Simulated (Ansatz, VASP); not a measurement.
One calculation of Te2Mo, two programs

INCAR

```
SYSTEM = Te2Mo
PREC = Accurate ; ENCUT = 520
EDIFF = 1E-6 ; ISMEAR = 0
SIGMA = 0.05 ; LREAL = .FALSE.
LASPH = .TRUE. ; NELM = 100
ALGO = Normal ; ISIF = 2
LWAVE = .FALSE. ; LCHARG = .FALSE.
GGA = PE ; IVDW = 12
NBANDS = 35
```

The input KPOINTS:

```
Automatic mesh
0
G
  12 12 2
  0 0 0
```

POSCAR

```
Te2Mo
1.0
    3.4964011497      0.0000000000      0.0000000000
   -1.7482005748      3.0279722174      0.0000000000
    0.0000000000      0.0000000000     13.7008448353
Te Mo
4 2
Direct
    0.3333333333      0.6666666667      0.6173401526
    0.6666666667      0.3333333333      0.1173401526
    0.3333333333      0.6666666667      0.8826598474
    0.6666666667      0.3333333333      0.3826598474
    0.2228901005      0.6114450502      0.2280229264
    0.6666666667      0.3333333333      0.7500000000
```

Input for Ansatz:

```yaml
crystal:
  lattice:
    - [3.4964011497, 0.0, 0.0]
    - [-1.7482005748, 3.0279722174, 0.0]
    - [0.0, 0.0, 13.7008448353]
  atoms:
    - { symbol: Te, position: [0.3333333333, 0.6666666667, 0.6173401526] }
    - { symbol: Te, position: [0.6666666667, 0.3333333333, 0.1173401526] }
    - { symbol: Te, position: [0.3333333333, 0.6666666667, 0.8826598474] }
    - { symbol: Te, position: [0.6666666667, 0.3333333333, 0.3826598474] }
    - { symbol: Mo, position: [0.2228901005, 0.6114450502, 0.2280229264] }
    - { symbol: Mo, position: [0.6666666667, 0.3333333333, 0.75] }
basis:
  ecutwfc: 420
kpoints:
  mp_grid: { grid: [12, 12, 2] }
hamiltonian:
  xc: pbe
  dispersion: d3bj
scf:
  occupations: { method: gaussian, width: 0.05 }
output:
  forces: true
  stress: true
  eigenvalues: true
```

Alike in both runs: task single point; functional PBE; dispersion D3(BJ); k mesh 12 × 12 × 2; occupations gaussian, width 0.05 eV; no spin polarisation.

|  | VASP | Ansatz |
| --- | --- | --- |
| version | VASP 6.6.1 | Ansatz 0.2.0 |
| potentials or method | VASP PAW PBE potentials, release 64 (Te, Mo_sv), cutoff 520 eV | scalar-relativistic, plane waves, PAW |
| valence electrons in the cell | 52 | 92 |

|  | VASP | Ansatz | Ansatz less VASP |
| --- | --- | --- | --- |
| gap on the k mesh at the Fermi level (eV) | none | none | - |
| pressure (GPa) | 5.0 | 5.1 | +0.05 |
| traceless stress, the component that is largest in VASP (GPa) | 5.89 | 5.92 | +0.027 |
| rms of the force components (eV/Å) | 3.073 | 3.081 | +0.0084 |

Atom by atom the forces differ by 0.012 eV/Å (rms over components). A gap of «none» marks a metal or a gap that the smearing closes. VASP's potentials hold 52 valence electrons a cell and Ansatz's 92, so a difference there can come from the potentials and not from the codes.

Spin-orbit coupling is off throughout.
